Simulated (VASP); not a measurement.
Ir: single point with PBEsol

Ir:

```
CELL_PARAMETERS angstrom
0.00000 1.91970 1.88131
1.91970 0.00000 1.88131
1.91970 1.91970 0.00000
ATOMIC_POSITIONS crystal
Ir 0.00000 0.00000 0.00000
```

This cell differs from its parent crystal: zz strain of -2 %.

```json
{
  "Program": "VASP 6.6.1",
  "Task": "single point",
  "Functional": "PBEsol",
  "Potentials or basis": "VASP PAW PBE potentials, release 64 (Ir)",
  "Cutoff": "520 eV",
  "k mesh": "15 × 15 × 15",
  "Occupations": "fermi-dirac, width 0.05 eV",
  "Spin": "no spin polarisation",
  "Dipole correction": "no",
  "Further INCAR settings": "ALGO = Normal; EDIFF = 1e-06; NBANDS = 10"
}
```

The pressure is 6.3 GPa.

Stress tensor (GPa, compression positive):
```
 3.60  0.00  0.00
 0.00  3.60  0.00
 0.00  0.00 11.82
```

Levels at points of the mesh, in eV from the Fermi level:
```csv
k point,band 1,band 2,band 3,band 4,band 5,band 6,band 7,band 8
"(0.00, 0.00, 0.00)",-11.46,-4.17,-4.17,-3.90,-1.46,-1.10,14.23,19.70
```

It took 13 s on 1 thread of Intel(R) Xeon(R) 6975P-C (Granite Rapids) (shared host), peak memory 0.16 GiB.

Caveat: the cell differs from its parent crystal (zz strain of -2 %); the PAW data sets were made with another functional, which shifts forces and pressure a little; spin-orbit coupling is left out, which moves the levels of the heavy elements.
